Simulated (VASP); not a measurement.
Wanted: the native input for a VASP 6.6.1 run.

- Task: single point
- Functional: PBE
- Potentials or basis: VASP PAW PBE potentials, release 64 (Al, Cu)
- Cutoff: 520 eV
- k mesh: 10 × 10 × 10
- Occupations: gaussian, width 0.15 eV
- Spin: no spin polarisation
- Dipole correction: no
- Further INCAR settings: ALGO = Fast; EDIFF = 1e-07; NBANDS = 26

The structure of Al2Cu lies in POSCAR:

```
Al2Cu
1.0
   -3.0867000000      3.0867000000      2.3192000000
    3.0867000000     -3.0867000000      2.3192000000
    3.0867000000      3.0867000000     -2.3192000000
Al Cu
4 2
Direct
    0.1587211657      0.6587211657      0.8174423314
    0.6587211657      0.8412788343      0.5000000000
    0.8412788343      0.3412788343      0.1825576686
    0.3412788343      0.1587211657      0.5000000000
    0.7500000000      0.7500000000      0.0000000000
    0.2500000000      0.2500000000      0.0000000000
```

The input as run:

INCAR

```
  PREC = Accurate
  ENCUT = 520
  EDIFF = 1E-7
  ISMEAR = 0
  SIGMA = 0.15
  LREAL = F
  LASPH = T
  NELM = 100
  ALGO = Fast
  ISIF = 2
  LWAVE = F
  LCHARG = T
  GGA = PE
  LELF = T
  LVHAR = T
  NBANDS = 26
```

KPOINTS

```
Automatic mesh
0
Gamma
  10 10 10
```

Potentials or basis: VASP PAW PBE potentials, release 64 (Al, Cu).

Run with:

```bash
$ cat potpaw_PBE.64/Al/POTCAR potpaw_PBE.64/Cu/POTCAR > POTCAR
$ mpirun -np 1 vasp_std > vasp.out
```

Results of the run:

- Pressure: 1.9 GPa
- Largest force: 0.197 eV/Å
- Band gap on the k mesh: zero (bands 17 and 18 overlap by 4.84 eV)

It took 8.5 min on 1 thread of Intel Xeon 8259CL (shared host), peak memory 0.37 GiB.
